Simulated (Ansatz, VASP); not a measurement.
# One calculation of CsI, two programs

```
Cs I
1.0
     4.56670    0.00000    0.00000
     0.00000    4.56670    0.00000
     0.00000    0.00000    4.56670
Cs I
1 1
Direct
  0.00000 0.00000 0.00000
  0.50000 0.50000 0.50000
```

Alike in both runs: task single point; functional PBEsol; k mesh 6 × 6 × 6; no spin polarisation.

```csv
,VASP,Ansatz
version,VASP 6.6.1,Ansatz 0.2.0
potentials or method,"VASP PAW PBE potentials, release 64 (Cs_sv, I), cutoff 500 eV","all-electron LAPW, scalar-relativistic"
occupations,"gaussian, width 0.01 eV",fixed
```

Ansatz gave:

- gap on the k mesh at the Fermi level (eV): 3.72
- pressure (GPa): -0.5

Question: What did VASP give for the same quantities?

Answer: gap on the k mesh at the Fermi level (eV): 3.70; pressure (GPa): -0.4.

VASP's potentials were made for PBE, not for PBEsol. Ansatz ran all-electron here, and VASP with PAW potentials.

Neither program's run includes spin-orbit coupling.
